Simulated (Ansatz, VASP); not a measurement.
**N in VASP and in Ansatz**

INCAR

```
ALGO = Normal ; EDIFF = 1E-6
ENCUT = 1330 ; GGA = PE
GGA_COMPAT = F ; ISIF = 2
ISMEAR = -1 ; LASPH = T
LCHARG = F ; LREAL = F
LWAVE = F ; NBANDS = 30
NELM = 120 ; PREC = Accurate
SIGMA = 0.02
```

The input KPOINTS:

```
k-points
0
Gamma
  6 6 6
```

POSCAR

```
N
1.0
    5.4729841586      0.0000000000      0.0000000000
    0.0000000000      5.4729841586      0.0000000000
    0.0000000000      0.0000000000      5.4729841586
N
8
Direct
    0.0575336933      0.0575336933      0.0575336933
    0.4424663067      0.9424663067      0.5575336933
    0.5575336933      0.4424663067      0.9424663067
    0.9424663067      0.5575336933      0.4424663067
    0.9422232621      0.9422232621      0.9422232621
    0.5577767379      0.0577767379      0.4422232621
    0.4422232621      0.5577767379      0.0577767379
    0.0577767379      0.4422232621      0.5577767379
```

Input for Ansatz:

```yaml
crystal:
  lattice:
    - [5.4729841586, 0.0, 0.0]
    - [0.0, 5.4729841586, 0.0]
    - [0.0, 0.0, 5.4729841586]
  atoms:
    - { symbol: "N", position: [0.0575336933, 0.0575336933, 0.0575336933] }
    - { symbol: "N", position: [0.4424663067, 0.9424663067, 0.5575336933] }
    - { symbol: "N", position: [0.5575336933, 0.4424663067, 0.9424663067] }
    - { symbol: "N", position: [0.9424663067, 0.5575336933, 0.4424663067] }
    - { symbol: "N", position: [0.9422232621, 0.9422232621, 0.9422232621] }
    - { symbol: "N", position: [0.5577767379, 0.0577767379, 0.4422232621] }
    - { symbol: "N", position: [0.4422232621, 0.5577767379, 0.0577767379] }
    - { symbol: "N", position: [0.0577767379, 0.4422232621, 0.5577767379] }
kpoints:
  mp_grid: { grid: [6, 6, 6] }
  band_path:
    path:
      - [[0.0, 0.0, 0.0], [7.361321954171e-50, 0.5, -3.636275113436e-34], [0.5, 0.5, -9.735833368231e-34], [0.0, 0.0, 0.0], [0.5, 0.5, 0.5], [7.361321954171e-50, 0.5, -3.636275113436e-34]]
      - [[0.5, 0.5, 0.5], [0.5, 0.5, -9.735833368231e-34], [0.5, 9.618534171024e-34, -6.099558254796e-34]]
    npoints: 10
hamiltonian:
  xc: pbe
scf:
  occupations: { method: fermi_dirac, width: 0.02 }
  n_extra_bands: 6
output:
  forces: true
  stress: true
  eigenvalues: true
```

Alike in both runs: task single point; functional PBE; k mesh 6 × 6 × 6; occupations fermi-dirac, width 0.02 eV; no spin polarisation.

|  | VASP | Ansatz |
| --- | --- | --- |
| version | VASP 6.6.1 | Ansatz 0.2.0 |
| potentials or method | VASP PAW PBE potentials, release 64 (N_h) | plane waves, PAW |
| plane-wave cutoff (eV) | 1330 | 420 |
| valence electrons in the cell | 40 | 40 |

|  | VASP | Ansatz | Ansatz less VASP |
| --- | --- | --- | --- |
| gap on the k mesh at the Fermi level (eV) | 7.35 | 7.34 | -0.007 |
| pressure (GPa) | 2.6 | 2.7 | +0.05 |
| rms of the force components (eV/Å) | 0.716 | 0.674 | -0.0416 |

Atom by atom the forces differ by 0.042 eV/Å (rms over components).
